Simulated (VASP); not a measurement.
Input of a VASP 6.6.1 run:

Contents of INCAR:

```
PREC = Accurate
ENCUT = 520
EDIFF = 1E-7
ISMEAR = -1
SIGMA = 0.05
LREAL = False
LASPH = True
NELM = 100
ALGO = Normal
ISIF = 2
LWAVE = False
LCHARG = True
GGA = PS
LELF = True
LVHAR = True
NBANDS = 20
```

KPOINTS

```
regular mesh
0
Gamma
  10 10 4
```

The input POSCAR:

```
Al2O3
1.0
    3.0766638933      0.0000000000      0.0000000000
   -1.5383319466      2.6644690905      0.0000000000
    0.0000000000      0.0000000000      7.7231959930
Al O
2 3
Direct
    0.0000000000      0.0000000000      0.7220490000
    0.0000000000      0.0000000000      0.2779510000
    0.0000000000      0.0000000000      0.5000000000
    0.6666666667      0.3333333333      0.8005460000
    0.3333333333      0.6666666667      0.1994540000
```

Potentials or basis: VASP PAW PBE potentials, release 64 (Al, O).

Launch:

```console
$ cat potpaw_PBE.64/Al/POTCAR potpaw_PBE.64/O/POTCAR > POTCAR
$ mpirun -np 1 vasp_std > vasp.out
```

Task: Estimate the largest force.

Result: 0.606 eV/Å.

Task: Predict the band gap on the k mesh.

Result: 1.80 eV, direct.

Task: Estimate the pressure.

Result: -11.6 GPa.

Forces on the atoms (eV/Å):
```
Al   0.000  0.000 -0.604
Al   0.000  0.000  0.604
O    0.000  0.000  0.000
O    0.000  0.000 -0.606
O    0.000  0.000  0.606
```

Caveat: the PAW data sets were made with another functional, which shifts forces and pressure a little. A k mesh can miss the band edges.
